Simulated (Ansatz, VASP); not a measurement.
**Two plane-wave programs on Mo**

The input INCAR:

```
SYSTEM = Mo
PREC     = Accurate       ! precision mode
ENCUT    = 600            ! plane-wave cutoff, eV
EDIFF    = 1E-7           ! SCF threshold, eV
ISMEAR   = -1             ! smearing method
SIGMA    = 0.15           ! smearing width, eV
LREAL    = .False.        ! projectors in reciprocal space
LASPH    = .True.         ! aspherical terms in the spheres
NELM     = 60             ! most SCF steps
ALGO     = Normal         ! electronic algorithm
ISIF     = 3              ! what is computed and relaxed
LWAVE    = .False.        ! write WAVECAR
LCHARG   = .False.        ! write CHGCAR
IBRION   = 2              ! ionic algorithm
NSW      = 80             ! ionic steps
EDIFFG   = -0.001         ! ionic threshold
```

File KPOINTS:

```
Automatic mesh
0
Gamma
  16 16 16
  0 0 0
```

Contents of POSCAR:

```
Mo
1.0
   -1.5554689552      1.5554689552      1.5554689552
    1.5554689552     -1.5554689552      1.5554689552
    1.5554689552      1.5554689552     -1.5554689552
Mo
1
Direct
    0.0000000000      0.0000000000      0.0000000000
```

Input for Ansatz:

```yaml
crystal:
  lattice:
    - [-1.555468954, 1.555468954, 1.555468954]
    - [1.555468954, -1.555468954, 1.555468954]
    - [1.555468954, 1.555468954, -1.555468954]
  atoms:
    - { symbol: Mo, position: [0.0, 0.0, 0.0] }
basis:
  ecutwfc: 420
kpoints:
  mp_grid: { grid: [16, 16, 16] }
hamiltonian:
  xc: lda
  pseudopotentials: { kind: paw, azcp: { folder: soft_1 } }
scf:
  occupations: { method: fermi_dirac, width: 0.15 }
output:
  forces: true
  stress: true
  eigenvalues: true
relax:
  adjacent_minimum: "off"
  f_tol: 0.001
  max_steps: 60
  cell: { stress_tol: 0.01 }
```

Alike in both runs: task relaxation of cell and atoms; functional LDA; k mesh 16 × 16 × 16; occupations fermi-dirac, width 0.15 eV; no spin polarisation.

|  | VASP | Ansatz |
| --- | --- | --- |
| version | VASP 6.6.1 | Ansatz 0.2.0 |
| potentials or method | VASP PAW LDA potentials, release 64 (Mo_sv), cutoff 600 eV | scalar-relativistic, plane waves, PAW |
| valence electrons in the cell | 14 | 14 |

Ansatz gave:

| Item | Value |
| --- | --- |
| gap on the k mesh at the Fermi level, each at its own relaxed structure (eV) | none |
| relaxed volume (Å³/atom) | 15.06 |
| relaxed cell length with the largest relative difference (Å) | 2.695 |

Question: What did VASP give for the same quantities?

Answer: gap on the k mesh at the Fermi level, each at its own relaxed structure (eV): none; relaxed volume (Å³/atom): 15.12; relaxed cell length with the largest relative difference (Å): 2.698.

Ansatz warns that its potentials were made for another functional, while VASP's fit it. LDA's correlation is that of Perdew and Zunger in VASP and of Perdew and Wang (1992) in Ansatz. A gap of «none» marks a metal or a gap that the smearing closes.
